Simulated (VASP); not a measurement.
The system is TiO2.

```xyz
6
Lattice="4.5940 0.0000 0.0000 0.0000 4.5940 0.0000 0.0000 0.0000 2.9590" Properties=species:S:1:pos:R:3 pbc="T T T"
Ti    0.0000    0.0000    0.0000
Ti    2.2970    2.2970    1.4795
O     1.4058    1.4058    0.0000
O     0.8912    3.7028    1.4795
O     3.1882    3.1882    0.0000
O     3.7028    0.8912    1.4795
```

```yaml
Program: VASP 6.6.1
Task: relaxation of cell and atoms
Functional: PBE
Potentials_or_basis: VASP PAW PBE potentials, release 64 (Ti_sv, O)
Cutoff: 600 eV
k_mesh: 4 × 4 × 6
Occupations: gaussian, width 0.1 eV
Spin: no spin polarisation
```

At the start: pressure 5.9 GPa; volume 10.41 Å³/atom.

Question: Where does the relaxation end?

Answer: Over 5 steps the energy falls by 5.3 meV/atom and the volume is 10.66 Å³/atom (+2.4 %); space group P4_2/mnm (No. 136, to 0.05 Å).

Step by step:
```tsv
step	energy change (eV)	largest force (eV/Å)	pressure (GPa)	volume (Å³)
1	0.0000	0.2603	5.87	62.45
2	0.0170	0.2385	-6.82	65.96
3	-0.0300	0.0213	-0.13	63.97
4	-0.0300	0.0257	-0.01	63.94
5	-0.0317	0.0010	0.07	63.97
```

Final structure:
```
CELL_PARAMETERS angstrom
4.64008 0.00000 0.00000
0.00000 4.64008 0.00000
0.00000 0.00000 2.97092
ATOMIC_POSITIONS crystal
Ti 0.00000 0.00000 0.00000
Ti 0.50000 0.50000 0.50000
O 0.30496 0.30496 0.00000
O 0.19504 0.80496 0.50000
O 0.69504 0.69504 0.00000
O 0.80496 0.19504 0.50000
```
